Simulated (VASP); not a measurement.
# F (P1) in VASP: further runs

The runs below take F through single point, with r2SCAN.

All numbers are computed with VASP 6.6.1; they aren't measurements. Logs are shortened: lines on timing, memory, paths and dates and some standing lists are left out, and cuts for length are marked.

## Step 1: The cell of the first run

The typed cell holds 4 atoms: a = 3.054 Å, b = 3.054 Å, c = 7.047 Å, α = 105.01°, β = 105.01°, γ = 59.58°.

## Step 2: Single point, r2SCAN

Input file POSCAR:

```
F
1.0
    2.6504942700     -1.5173207700      0.0000000000
    2.6504942700      1.5173207700      0.0000000000
   -2.1034238900      0.0000000000      6.7261075100
F
4
Direct
    0.5044951306      0.5044951306      0.4008501092
    0.0853581610      0.0853581610      0.0986032604
    0.4955048707      0.4955048707      0.5991498893
    0.9212324051      0.9080512766      0.9013967396
```

Input file INCAR.step1:

```
  ALGO = Normal
  EDIFF = 1E-4
  ENCUT = 520
  GGA = PE
  ISMEAR = 0
  LASPH = T
  LCHARG = F
  LREAL = F
  LWAVE = T
  NBANDS = 22
  NELM = 80
  PREC = Accurate
  SIGMA = 0.01
```

Input file INCAR.step2:

```
  ALGO = Normal
  EDIFF = 1E-6
  ENCUT = 520
  ISIF = 2
  ISMEAR = 0
  ISTART = 1
  LASPH = T
  LCHARG = T
  LELF = T
  LMIXTAU = T
  LREAL = F
  LVHAR = T
  LWAVE = F
  METAGGA = R2SCAN
  NBANDS = 22
  NELM = 80
  PREC = Accurate
  SIGMA = 0.01
```

Input file KPOINTS:

```
k-points
0
Gamma
  8 8 4
```

Potentials or basis: VASP PAW PBE potentials, release 64 (F).

Launch:

```
$ cat potpaw_PBE.64/F/POTCAR > POTCAR
$ cp INCAR.step1 INCAR
$ mpirun -np 1 vasp_std > vasp.out
$ cp INCAR.step2 INCAR
$ mpirun -np 1 vasp_std > vasp.out
```

OUTCAR:

```text
EDIFF = 1E-6
   ENCUT = 520
   ISIF = 2
   ISMEAR = 0
   ISTART = 1
   LASPH = T
   LREAL = F
   METAGGA = R2SCAN
   NELM = 80
   PREC = Accurate

 ion  position               nearest neighbor table
   1  0.504  0.504  0.401-   3 1.41
   2  0.085  0.085  0.099-   4 1.41
   3  0.496  0.496  0.599-   1 1.41
   4  0.921  0.908  0.901-   2 1.41

  LATTYP: Found a base centered monoclinic cell.
 ALAT       =     5.3009885400
 B/A-ratio  =     0.5724671006
 C/A-ratio  =     1.3294376681
 COS(beta)  =    -0.2984708738

  Lattice vectors:

 A1 = (   2.6504942700,  -1.5173207700,   0.0000000000)
 A2 = (   2.6504942700,   1.5173207700,   0.0000000000)
 A3 = (  -2.1034238900,   0.0000000000,   6.7261075100)

Analysis of symmetry for initial positions (statically):
=====================================================================
 Subroutine PRICEL returns:
 Original cell was already a primitive cell.

 Routine SETGRP: Setting up the symmetry group for a
 base centered monoclinic supercell.

 Subroutine GETGRP returns: Found  1 space group operations
 (whereof  1 operations were pure point group operations)
 out of a pool of  4 trial point group operations.

The static configuration has the point symmetry C_1 .

Analysis of symmetry for dynamics (positions and initial velocities):
=====================================================================
 Subroutine PRICEL returns:
 Original cell was already a primitive cell.

 Routine SETGRP: Setting up the symmetry group for a
 base centered monoclinic supercell.

 Subroutine GETGRP returns: Found  1 space group operations
 (whereof  1 operations were pure point group operations)
 out of a pool of  4 trial point group operations.

The dynamic configuration has the point symmetry C_1 .

 Subroutine INISYM returns: Found  1 space group operations
 (whereof  1 operations are pure point group operations),
 and found     1 'primitive' translations

----------------------------------------------------------------------------------------

                                     Primitive cell

  volume of cell :      54.1001

  direct lattice vectors                    reciprocal lattice vectors
     2.650494270 -1.517320770  0.000000000     0.188644060 -0.329528212  0.058993767
     2.650494270  1.517320770  0.000000000     0.188644060  0.329528212  0.058993767
    -2.103423890  0.000000000  6.726107510     0.000000000  0.000000000  0.148674400

  length of vectors
     3.054076324  3.054076324  7.047333843     0.384259923  0.384259923  0.148674400

  position of ions in fractional coordinates (direct lattice)
     0.504495131  0.504495131  0.400850109
     0.085358161  0.085358161  0.098603260
     0.495504871  0.495504871  0.599149889
     0.921232405  0.908051277  0.901396740

  ion indices of the primitive-cell ions
   primitive index   ion index
                 1           1
                 2           2
                 3           3
                 4           4

----------------------------------------------------------------------------------------

 KPOINTS: k-points

Automatic generation of k-mesh.
 Grid dimensions read from file:
 generate k-points for:    8    8    4

 Generating k-lattice:

  Cartesian coordinates                     Fractional coordinates (reciprocal lattice)
     0.023580507 -0.041191026  0.007374221     0.125000000  0.000000000  0.000000000
     0.023580507  0.041191026  0.007374221     0.000000000  0.125000000  0.000000000
     0.000000000  0.000000000  0.037168600     0.000000000  0.000000000  0.250000000

  Length of vectors
     0.048032490  0.048032490  0.037168600

  Shift w.r.t. Gamma in fractional coordinates (k-lattice)
     0.000000000  0.000000000  0.000000000

 Subroutine IBZKPT returns following result:
 ===========================================

 Found    132 irreducible k-points:

 Following reciprocal coordinates:
            Coordinates               Weight
  0.000000  0.000000  0.000000      1.000000
  0.125000  0.000000 -0.000000      2.000000
  0.000000 -0.125000  0.000000      2.000000
  0.250000  0.000000 -0.000000      2.000000
  0.000000 -0.250000  0.000000      2.000000
  0.375000  0.000000 -0.000000      2.000000
[... 16 lines left out ...]
  0.375000  0.250000 -0.000000      2.000000
 -0.250000 -0.375000  0.000000      2.000000
 [... further k-points ...]
   k-points           NKPTS =    132   k-points in BZ     NKDIM =    132   number of bands    NBANDS=     22
   number of dos      NEDOS =    301   number of ions     NIONS =      4
   total plane-waves  NPLWV =  31104
   dimension x,y,z NGX =    24 NGY =   24 NGZ =   54
   dimension x,y,z NGXF=    48 NGYF=   48 NGZF=  108
   ions per type =               4
   NGX,Y,Z   is equivalent  to a cutoff of  13.06, 13.06, 12.74 a.u.
   NGXF,Y,Z  is equivalent  to a cutoff of  26.13, 26.13, 25.48 a.u.
 SYSTEM =  unknown system
   PREC   = accura    normal or accurate (medium, high low for compatibility)
   ISTART =      1    job   : 0-new  1-cont  2-samecut
   ICHARG =      0    charge: 1-file 2-atom 10-const
   ISPIN  =      1    spin polarized calculation?
   LNONCOLLINEAR =      F non collinear calculations
   LSORBIT =      F    spin-orbit coupling
   LASPH  =      T    aspherical Exc in radial PAW
   ENCUT  =  520.0 eV  38.22 Ry    6.18 a.u.   5.68  5.68 13.10*2*pi/ulx,y,z
   NELM   =     80;   NELMIN=  2; NELMDL=  0     # of ELM steps
   EDIFF  = 0.1E-05   stopping-criterion for ELM
   LREAL  =      F    real-space projection
[... 7 lines left out ...]
   TEBEG  =    0.0;   TEEND  =   0.0 temperature during run
   PSTRESS=    0.0 pullay stress
   NELECT =      28.0000    total number of electrons
   NUPDOWN=      -1.0000    fix difference up-down
   EMIN   =  10.00;   EMAX   =-10.00  energy-range for DOS
   EFERMI =   0.00;   METHOD = LEGACY
   ISMEAR =     0;   SIGMA  =   0.01  broadening in eV -4-tet -1-fermi 0-gaus
   EFERMI_NEDOS =   21; number of points for ismear=-14 and -15
   IALGO  =     38    algorithm
   IMIX   =      4    mixing-type and parameters
     AMIX     =   0.40;   BMIX     =  1.00
     AMIX_MAG =   1.60;   BMIX_MAG =  1.00
  volume/ion in A,a.u.               =      13.53        91.27
  Fermi-wavevector in a.u.,A,eV,Ry     =   1.314402  2.483859 23.506134  1.727652
  Thomas-Fermi vector in A             =   2.444657
   LORBIT       =      0    0 simple, 1 ext, 2 COOP (PROOUT), +10 PAW based schemes
   METAGGA = R2SCAN    functional components
   LHFCALC =     F    Hartree Fock is set to
   AEXX    =    0.0000 exact exchange contribution
   IVDW    =     0    specifies the selected vdW correction
   LEPSILON=     F    determine dielectric tensor
   LRPA    =     F    only Hartree local field effects (RPA)
 non-spin polarized calculation
 Gauss-broadening in eV      SIGMA  =   0.01
  energy-cutoff  :      520.00
  volume of cell :       54.10
 maximum number of plane-waves:      1472
   NGX = 11   NGY = 11   NGZ = 27

 number of electron      28.0000011 magnetization

 Free energy of the ion-electron system (eV)
  ---------------------------------------------------
  ext. energy  EPLUGINS =         0.00000000
  ---------------------------------------------------
  free energy    TOTEN  =       -12.45924435 eV

  energy without entropy =      -12.45924435  energy(sigma->0) =      -12.45924435

 E-fermi :  -4.7760     XC(G=0):  -8.7782

 val. band max:       -4.9283811561   @ k =   0.5000   0.5000  -0.0000
 cond. band min:      -1.6034997053   @ k =   0.0000   0.0000   0.0000
 fundamental gap:      3.3248814507
 Fermi energy:        -4.7760486084

 k-point     1 :       0.0000    0.0000    0.0000
  band No.  band energies     occupation
      1     -31.2539      2.00000
      2     -31.0570      2.00000
      3     -24.9256      2.00000
      4     -24.4116      2.00000
      5     -11.7036      2.00000
      6     -10.5580      2.00000
[... 14 lines left out ...]
     21      16.7874      0.00000
     22      20.0427      0.00000

 k-point     2 :       0.1250    0.0000   -0.0000
  band No.  band energies     occupation
      1     -31.2248      2.00000
      2     -31.0401      2.00000
      3     -24.8904      2.00000
      4     -24.4162      2.00000
      5     -11.6593      2.00000
      6     -10.5950      2.00000
[... 14 lines left out ...]
     21      17.0445      0.00000
     22      17.7330      0.00000

 k-point     3 :       0.0000   -0.1250    0.0000
  band No.  band energies     occupation
      1     -31.2247      2.00000
      2     -31.0399      2.00000
      3     -24.8907      2.00000
      4     -24.4166      2.00000
      5     -11.6592      2.00000
      6     -10.5953      2.00000
[... 14 lines left out ...]
     21      17.0606      0.00000
     22      17.7460      0.00000

 k-point     4 :       0.2500    0.0000   -0.0000
  band No.  band energies     occupation
      1     -31.1522      2.00000
      2     -31.0008      2.00000
      3     -24.7976      2.00000
      4     -24.4350      2.00000
      5     -11.5351      2.00000
      6     -10.7059      2.00000
[... 14 lines left out ...]
     21      15.6528      0.00000
     22      16.6768      0.00000

 k-point     5 :       0.0000   -0.2500    0.0000
  band No.  band energies     occupation
      1     -31.1521      2.00000
      2     -31.0000      2.00000
      3     -24.7984      2.00000
      4     -24.4363      2.00000
      5     -11.5345      2.00000
      6     -10.7066      2.00000
[... 417 lines left out ...]
 k-point    22 :       0.2500    0.2500   -0.0000
  band No.  band energies     occupation
      1     -31.1352      2.00000
      2     -31.0062      2.00000
      3     -24.7754      2.00000
      4     -24.4972      2.00000
      5     -11.4817      2.00000
      6     -10.8354      2.00000
[... 14 lines left out ...]
     21      15.3927      0.00000
     22      15.9739      0.00000

 k-point    23 :       0.3750    0.2500   -0.0000
  band No.  band energies     occupation
      1     -31.0810      2.00000
      2     -30.9777      2.00000
      3     -24.6989      2.00000
      4     -24.5292      2.00000
      5     -11.3545      2.00000
      6     -10.9498      2.00000
[... 14 lines left out ...]
     21      14.6307      0.00000
     22      15.6837      0.00000

 k-point    24 :      -0.2500   -0.3750    0.0000
  band No.  band energies     occupation
      1     -31.0810      2.00000
      2     -30.9771      2.00000
      3     -24.6993      2.00000
      4     -24.5302      2.00000
      5     -11.3537      2.00000
      6     -10.9504      2.00000
[... 14 lines left out ...]
     21      14.6230      0.00000
     22      15.6863      0.00000

 [... further k-points ...]
[... 5 lines left out ...]
  --------------------------------------------------------------------------------------
  -------------------------------------------------------------------------------------
  Total       -0.0810734     -0.0939699      0.1382745      0.0016478      0.0002041     -0.0180155
  in kB       -2.4009926     -2.7829244      4.0950072      0.0487998      0.0060450     -0.5335303
  external PRESSURE =      -0.3629699 kB  Pullay stress =       0.0000000 kB

 VOLUME and BASIS-vectors are now :
 -----------------------------------------------------------------------------
  energy-cutoff  :      520.00
  volume of cell :       54.10
      direct lattice vectors                 reciprocal lattice vectors
     2.650494270 -1.517320770  0.000000000     0.188644060 -0.329528212  0.058993767
     2.650494270  1.517320770  0.000000000     0.188644060  0.329528212  0.058993767
    -2.103423890  0.000000000  6.726107510     0.000000000  0.000000000  0.148674400

 POSITION                                       TOTAL-FORCE (eV/Angst)
 -----------------------------------------------------------------------------------
      1.83117      0.00000      2.69616         0.020823      0.000065     -0.045530
      0.24508      0.00000      0.66322         0.020860     -0.003788      0.031552
      1.36640      0.00000      4.02995        -0.020519     -0.000962      0.045622
      2.95249     -0.02000      6.06289        -0.021164      0.004685     -0.031643
 -----------------------------------------------------------------------------------
    total drift:                               -0.000586      0.000491     -0.000256

  FREE ENERGIE OF THE ION-ELECTRON SYSTEM (eV)
  ---------------------------------------------------
  free  energy   TOTEN  =       -12.4592443545 eV

  energy  without entropy=      -12.4592443545  energy(sigma->0) =      -12.45924435
```

Run time: 3.3 min. Hardware: 1 thread of Intel Xeon 6975P-C (Granite Rapids), shared host; peak memory 0.23 GiB.

Results:

```
Free energy            : -12.4592 eV
Pressure               : 0.0 GPa
Largest force          : 0.050 eV/Å
Band gap on the k mesh : 3.32 eV (least direct gap 3.40 eV)
```

Forces in eV/Å, atoms in the order of the input:
```
F    0.021  0.000 -0.046
F    0.021 -0.004  0.032
F   -0.021 -0.001  0.046
F   -0.021  0.005 -0.032
```

Stress tensor (GPa, compression positive):
```
-0.24  0.00 -0.05
 0.00 -0.28  0.00
-0.05  0.00  0.41
```

Levels at points of the mesh, in eV from the valence-band top:
```csv
k point,band 11,band 12,band 13,band 14,band 15,band 16,band 17,band 18
"(0.00, 0.00, 0.00)",-0.44,-0.24,-0.22,-0.07,3.32,4.63,10.68,12.95
"(0.50, 0.00, 0.00)",-0.79,-0.76,-0.41,-0.36,4.09,4.15,15.68,15.81
"(0.00, 0.50, 0.00)",-0.79,-0.75,-0.41,-0.34,4.09,4.15,15.66,15.83
"(0.50, 0.50, 0.00)",-0.74,-0.47,-0.43,0.00,3.98,4.11,15.51,16.23
"(0.00, 0.00, 0.50)",-0.38,-0.33,-0.16,-0.13,3.94,3.99,11.55,11.59
"(0.50, 0.00, 0.50)",-0.97,-0.61,-0.48,-0.16,3.85,4.34,15.85,16.04
"(0.00, 0.50, 0.50)",-0.98,-0.60,-0.46,-0.15,3.82,4.36,15.84,16.01
"(0.50, 0.50, 0.50)",-0.75,-0.66,-0.23,-0.19,4.07,4.11,15.48,15.77
```

Caveat: the PAW data sets were made with another functional, which shifts forces and pressure a little. A k mesh can miss the band edges.

(Continued in part 2 of 2.)
